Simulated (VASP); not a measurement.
# As (R-3m) in VASP: single point with PBEsol

Aim: the single point of As with PBEsol.

Everything below comes from runs of VASP 6.6.1. Logs are shortened: lines on timing, memory, paths and dates and some standing lists are left out, and cuts for length are marked.

### 1 The cell of the first run

Symmetry: R-3m, No. 166, trigonal system. The conventional cell has a = 3.762 Å, b = 3.762 Å, c = 10.542 Å, α = 90.00°, β = 90.00°, γ = 120.00°. Within 3.3 Å of As (site symmetry 3m) lie 6 As at 2.51 to 3.14 Å.

### 2 Single point, PBEsol

The input, INCAR:

```
PREC = Accurate ; ENCUT = 510
EDIFF = 1E-6 ; ISMEAR = -1
SIGMA = 0.05 ; LREAL = F
LASPH = T ; NELM = 120
ALGO = Normal ; ISIF = 2
LWAVE = F ; LCHARG = T
GGA = PS ; LELF = T
LVHAR = T ; NBANDS = 22
GGA_COMPAT = F
```

The input, KPOINTS:

```
regular mesh
0
Gamma
  10 10 10
```

The input, POSCAR:

```
As
1.0
    1.8807968987      1.0858785957      3.5140619945
   -1.8807968987      1.0858785957      3.5140619945
    0.0000000000     -2.1717571915      3.5140619945
As
2
Direct
    0.7740000000      0.7740000000      0.7740000000
    0.2260000000      0.2260000000      0.2260000000
```

Potentials or basis: VASP PAW PBE potentials, release 64 (As_d).

Run with:

```bash
$ cat potpaw_PBE.64/As_d/POTCAR > POTCAR
$ mpirun -np 1 vasp_std > vasp.out
```

OUTCAR:

```text
PREC = Accurate
   ENCUT = 510
   EDIFF = 1E-6
   ISMEAR = -1
   LREAL = F
   LASPH = T
   NELM = 120
   ISIF = 2
   GGA = PS

 ion  position               nearest neighbor table
   1  0.774  0.774  0.774-   2 2.51   2 2.51   2 2.51
   2  0.226  0.226  0.226-   1 2.51   1 2.51   1 2.51

  LATTYP: Found a trigonal (rhomboedric) cell.
 ALAT       =     4.1310000000
 COS(alpha) =     0.5854247172

  Lattice vectors:

 A1 = (   1.8807968987,   1.0858785957,   3.5140619945)
 A2 = (  -1.8807968987,   1.0858785957,   3.5140619945)
 A3 = (   0.0000000000,  -2.1717571915,   3.5140619945)

Analysis of symmetry for initial positions (statically):
=====================================================================
 Subroutine PRICEL returns:
 Original cell was already a primitive cell.

 Routine SETGRP: Setting up the symmetry group for a
 trigonal (rhombohedral) supercell.

 Subroutine GETGRP returns: Found 12 space group operations
 (whereof 12 operations were pure point group operations)
 out of a pool of 12 trial point group operations.

The static configuration has the point symmetry D_3d.

Analysis of symmetry for dynamics (positions and initial velocities):
=====================================================================
 Subroutine PRICEL returns:
 Original cell was already a primitive cell.

 Routine SETGRP: Setting up the symmetry group for a
 trigonal (rhombohedral) supercell.

 Subroutine GETGRP returns: Found 12 space group operations
 (whereof 12 operations were pure point group operations)
 out of a pool of 12 trial point group operations.

The dynamic configuration has the point symmetry D_3d.

 Subroutine INISYM returns: Found 12 space group operations
 (whereof 12 operations are pure point group operations),
 and found     1 'primitive' translations

----------------------------------------------------------------------------------------

                                     Primitive cell

  volume of cell :      43.0610

  direct lattice vectors                    reciprocal lattice vectors
     1.880796899  1.085878596  3.514061995     0.265844760  0.153485544  0.094856987
    -1.880796899  1.085878596  3.514061995    -0.265844760  0.153485544  0.094856987
     0.000000000 -2.171757191  3.514061995     0.000000000 -0.306971087  0.094856987

  length of vectors
     4.131000000  4.131000000  4.131000000     0.321292852  0.321292852  0.321292852

  position of ions in fractional coordinates (direct lattice)
     0.774000000  0.774000000  0.774000000
     0.226000000  0.226000000  0.226000000

  ion indices of the primitive-cell ions
   primitive index   ion index
                 1           1
                 2           2

----------------------------------------------------------------------------------------

 KPOINTS: regular mesh

Automatic generation of k-mesh.
 Grid dimensions read from file:
 generate k-points for:   10   10   10

 Generating k-lattice:

  Cartesian coordinates                     Fractional coordinates (reciprocal lattice)
     0.026584476  0.015348554  0.009485699     0.100000000  0.000000000 -0.000000000
    -0.026584476  0.015348554  0.009485699     0.000000000  0.100000000 -0.000000000
     0.000000000 -0.030697109  0.009485699    -0.000000000 -0.000000000  0.100000000

  Length of vectors
     0.032129285  0.032129285  0.032129285

  Shift w.r.t. Gamma in fractional coordinates (k-lattice)
     0.000000000  0.000000000  0.000000000

 Subroutine IBZKPT returns following result:
 ===========================================

 Found    116 irreducible k-points:

 Following reciprocal coordinates:
            Coordinates               Weight
  0.000000  0.000000  0.000000      1.000000
  0.100000  0.000000  0.000000      6.000000
  0.200000  0.000000  0.000000      6.000000
  0.300000  0.000000  0.000000      6.000000
  0.400000  0.000000  0.000000      6.000000
  0.500000  0.000000 -0.000000      3.000000
[... 16 lines left out ...]
  0.300000  0.300000 -0.000000      6.000000
  0.400000  0.300000 -0.000000     12.000000
 [... further k-points ...]
   k-points           NKPTS =    116   k-points in BZ     NKDIM =    116   number of bands    NBANDS=     22
   number of dos      NEDOS =    301   number of ions     NIONS =      2
   total plane-waves  NPLWV =  27000
   dimension x,y,z NGX =    30 NGY =   30 NGZ =   30
   dimension x,y,z NGXF=    60 NGYF=   60 NGZF=   60
   ions per type =               2
   NGX,Y,Z   is equivalent  to a cutoff of  12.07, 12.07, 12.07 a.u.
   NGXF,Y,Z  is equivalent  to a cutoff of  24.15, 24.15, 24.15 a.u.
 SYSTEM =  unknown system
   PREC   = accura    normal or accurate (medium, high low for compatibility)
   ISTART =      0    job   : 0-new  1-cont  2-samecut
   ICHARG =      2    charge: 1-file 2-atom 10-const
   ISPIN  =      1    spin polarized calculation?
   LNONCOLLINEAR =      F non collinear calculations
   LSORBIT =      F    spin-orbit coupling
   LASPH  =      T    aspherical Exc in radial PAW
   ENCUT  =  510.0 eV  37.48 Ry    6.12 a.u.   7.61  7.61  7.61*2*pi/ulx,y,z
   NELM   =    120;   NELMIN=  2; NELMDL= -5     # of ELM steps
   EDIFF  = 0.1E-05   stopping-criterion for ELM
   LREAL  =      F    real-space projection
[... 7 lines left out ...]
   TEBEG  =    0.0;   TEEND  =   0.0 temperature during run
   PSTRESS=    0.0 pullay stress
   NELECT =      30.0000    total number of electrons
   NUPDOWN=      -1.0000    fix difference up-down
   EMIN   =  10.00;   EMAX   =-10.00  energy-range for DOS
   EFERMI =   0.00;   METHOD = LEGACY
   ISMEAR =    -1;   SIGMA  =   0.05  broadening in eV -4-tet -1-fermi 0-gaus
   EFERMI_NEDOS =   21; number of points for ismear=-14 and -15
   IALGO  =     38    algorithm
   IMIX   =      4    mixing-type and parameters
     AMIX     =   0.40;   BMIX     =  1.00
     AMIX_MAG =   1.60;   BMIX_MAG =  1.00
  volume/ion in A,a.u.               =      21.53       145.29
  Fermi-wavevector in a.u.,A,eV,Ry     =   1.451289  2.742539 28.657140  2.106240
  Thomas-Fermi vector in A             =   2.568803
   LORBIT       =      0    0 simple, 1 ext, 2 COOP (PROOUT), +10 PAW based schemes
   GGA     = PS    functional components
   LHFCALC =     F    Hartree Fock is set to
   AEXX    =    0.0000 exact exchange contribution
   IVDW    =     0    specifies the selected vdW correction
   LEPSILON=     F    determine dielectric tensor
   LRPA    =     F    only Hartree local field effects (RPA)
 non-spin polarized calculation
  energy-cutoff  :      510.00
  volume of cell :       43.06
 maximum number of plane-waves:      1138
   NGX = 15   NGY = 15   NGZ = 15

 number of electron      29.9999983 magnetization

 Free energy of the ion-electron system (eV)
  ---------------------------------------------------
  ext. energy  EPLUGINS =         0.00000000
  ---------------------------------------------------
  free energy    TOTEN  =       -10.23498743 eV

  energy without entropy =      -10.23317676  energy(sigma->0) =      -10.23408210

 E-fermi :   3.6998     XC(G=0): -10.8479

 val. band max:        3.6453551935   @ k =   0.4000   0.1000   0.1000
 cond. band min:       3.7079425244   @ k =   0.4000   0.2000   0.2000
 fundamental gap:      0.0625873308
 Fermi energy:         3.6997766894

 k-point     1 :       0.0000    0.0000    0.0000
  band No.  band energies     occupation
      1     -32.5578      2.00000
      2     -32.5578      2.00000
      3     -32.5112      2.00000
      4     -32.5112      2.00000
      5     -32.4778      2.00000
      6     -32.4398      2.00000
[... 14 lines left out ...]
     21      11.0273      0.00000
     22      12.4113      0.00000

 k-point     2 :       0.1000    0.0000    0.0000
  band No.  band energies     occupation
      1     -32.5568      2.00000
      2     -32.5548      2.00000
      3     -32.5101      2.00000
      4     -32.5090      2.00000
      5     -32.4771      2.00000
      6     -32.4413      2.00000
[... 14 lines left out ...]
     21      10.3961      0.00000
     22      13.1944      0.00000

 k-point     3 :       0.2000    0.0000    0.0000
  band No.  band energies     occupation
      1     -32.5539      2.00000
      2     -32.5464      2.00000
      3     -32.5072      2.00000
      4     -32.5027      2.00000
      5     -32.4749      2.00000
      6     -32.4455      2.00000
[... 14 lines left out ...]
     21      10.8293      0.00000
     22      14.9092      0.00000

 k-point     4 :       0.3000    0.0000    0.0000
  band No.  band energies     occupation
      1     -32.5501      2.00000
      2     -32.5339      2.00000
      3     -32.5031      2.00000
      4     -32.4935      2.00000
      5     -32.4715      2.00000
      6     -32.4522      2.00000
[... 14 lines left out ...]
     21      12.0882      0.00000
     22      16.1270      0.00000

 k-point     5 :       0.4000    0.0000    0.0000
  band No.  band energies     occupation
      1     -32.5467      2.00000
      2     -32.5210      2.00000
      3     -32.4981      2.00000
      4     -32.4830      2.00000
      5     -32.4689      2.00000
      6     -32.4608      2.00000
[... 417 lines left out ...]
 k-point    22 :      -0.2000    0.2000    0.0000
  band No.  band energies     occupation
      1     -32.5534      2.00000
      2     -32.5228      2.00000
      3     -32.5003      2.00000
      4     -32.4927      2.00000
      5     -32.4678      2.00000
      6     -32.4609      2.00000
[... 14 lines left out ...]
     21      13.8410      0.00000
     22      14.6096      0.00000

 k-point    23 :       0.3000    0.3000   -0.0000
  band No.  band energies     occupation
      1     -32.5564      2.00000
      2     -32.5285      2.00000
      3     -32.5046      2.00000
      4     -32.4921      2.00000
      5     -32.4705      2.00000
      6     -32.4544      2.00000
[... 14 lines left out ...]
     21      12.9541      0.00000
     22      14.6792      0.00000

 k-point    24 :       0.4000    0.3000   -0.0000
  band No.  band energies     occupation
      1     -32.5553      2.00000
      2     -32.5212      2.00000
      3     -32.5010      2.00000
      4     -32.4878      2.00000
      5     -32.4676      2.00000
      6     -32.4601      2.00000
[... 14 lines left out ...]
     21      14.3540      0.00000
     22      15.1775      0.00000

 [... further k-points ...]
[... 5 lines left out ...]
  --------------------------------------------------------------------------------------
  -------------------------------------------------------------------------------------
  Total        0.2090244      0.2090244      0.0104895      0.0000000     -0.0000000      0.0000000
  in kB        7.7772079      7.7772079      0.3902847      0.0000000     -0.0000000      0.0000000
  external PRESSURE =       5.3149002 kB  Pullay stress =       0.0000000 kB

 VOLUME and BASIS-vectors are now :
 -----------------------------------------------------------------------------
  energy-cutoff  :      510.00
  volume of cell :       43.06
      direct lattice vectors                 reciprocal lattice vectors
     1.880796899  1.085878596  3.514061995     0.265844760  0.153485544  0.094856987
    -1.880796899  1.085878596  3.514061995    -0.265844760  0.153485544  0.094856987
     0.000000000 -2.171757191  3.514061995     0.000000000 -0.306971087  0.094856987

 POSITION                                       TOTAL-FORCE (eV/Angst)
 -----------------------------------------------------------------------------------
      0.00000     -0.00000      8.15965         0.000000      0.000000     -0.387158
      0.00000     -0.00000      2.38253         0.000000     -0.000000      0.387158
 -----------------------------------------------------------------------------------
    total drift:                               -0.000000     -0.000000      0.000000

  FREE ENERGIE OF THE ION-ELECTRON SYSTEM (eV)
  ---------------------------------------------------
  free  energy   TOTEN  =       -10.2349874341 eV

  energy  without entropy=      -10.2331767589  energy(sigma->0) =      -10.23408210
```

Run time: 80 s. Hardware: 1 thread of Intel Xeon Platinum 8375C at 2.90GHz (Ice Lake), shared host; peak memory 0.22 GiB.

What came out:

```
Free energy            : -10.2350 eV
Pressure               : 0.5 GPa
Largest force          : 0.387 eV/Å
Band gap on the k mesh : zero (bands 15 and 16 overlap by 0.43 eV)
```

Forces on the atoms (eV/Å):
```
As   0.000  0.000 -0.387
As   0.000  0.000  0.387
```

Caveat: the PAW data sets were made with another functional, which shifts forces and pressure a little.

The gap in the log of VASP goes by the Fermi energy; the results here count the filled bands.